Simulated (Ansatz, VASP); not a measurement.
Two plane-wave programs on InSe

Contents of INCAR:

```
SYSTEM = InSe
PREC = Accurate
ENCUT = 520
EDIFF = 1E-6
ISMEAR = 0
SIGMA = 0.03
LREAL = .FALSE.
LASPH = .TRUE.
NELM = 60
ALGO = Normal
ISIF = 2
LWAVE = .FALSE.
LCHARG = .FALSE.
GGA = PS
NBANDS = 27
KPAR = 4
```

File KPOINTS:

```
Automatic mesh
0
G
  12 12 12
  0 0 0
```

File POSCAR:

```
InSe
1.0
    1.9999996503      1.1547003365      8.3166700000
   -1.9999996503      1.1547003365      8.3166700000
    0.0000000000     -2.3094006730      8.3166700000
In Se
2 2
Direct
    0.0000000000      0.0000000000      0.0000000000
    0.1122000000      0.1122000000      0.1122000000
    0.6155000000      0.6155000000      0.6155000000
    0.8095952721      0.8380220315      0.8380220315
```

Input for Ansatz:

```yaml
crystal:
  lattice:
    - [1.9999996503, 1.1547003365, 8.31667]
    - [-1.9999996503, 1.1547003365, 8.31667]
    - [0.0, -2.309400673, 8.31667]
  atoms:
    - { symbol: In, position: [0.0, 0.0, 0.0] }
    - { symbol: In, position: [0.1122, 0.1122, 0.1122] }
    - { symbol: Se, position: [0.6155, 0.6155, 0.6155] }
    - { symbol: Se, position: [0.8095952721, 0.8380220315, 0.8380220315] }
basis:
  ecutwfc: 420
kpoints:
  mp_grid: { grid: [12, 12, 12] }
hamiltonian:
  xc: pbesol
scf:
  occupations: { method: gaussian, width: 0.03 }
output:
  forces: true
  stress: true
  eigenvalues: true
```

Alike in both runs: task single point; functional PBEsol; k mesh 12 × 12 × 12; occupations gaussian, width 0.03 eV; no spin polarisation.

|  | VASP | Ansatz |
| --- | --- | --- |
| version | VASP 6.6.1 | Ansatz 0.2.0 |
| potentials or method | VASP PAW PBE potentials, release 64 (In_d, Se), cutoff 520 eV | scalar-relativistic, plane waves, PAW |
| valence electrons in the cell | 38 | 58 |

Ansatz gave:

* gap on the k mesh at the Fermi level (eV): 0.27
* least direct gap on the mesh (eV): 0.27
* pressure (GPa): 0.7
* traceless stress, the component that is largest in VASP (GPa): 0.66
* rms of the force components (eV/Å): 0.224

**Question.** What did VASP give for the same quantities?

**Answer.** gap on the k mesh at the Fermi level (eV): 0.26; least direct gap on the mesh (eV): 0.26; pressure (GPa): 0.7; traceless stress, the component that is largest in VASP (GPa): 0.66; rms of the force components (eV/Å): 0.231.

VASP's potentials were made for PBE, not for PBEsol. Atom by atom the forces differ by 0.012 eV/Å (rms over components). The functional is the same, so the differences come from potentials, cutoffs and numerics. VASP's potentials hold 38 valence electrons a cell and Ansatz's 58, so a difference there can come from the potentials and not from the codes.
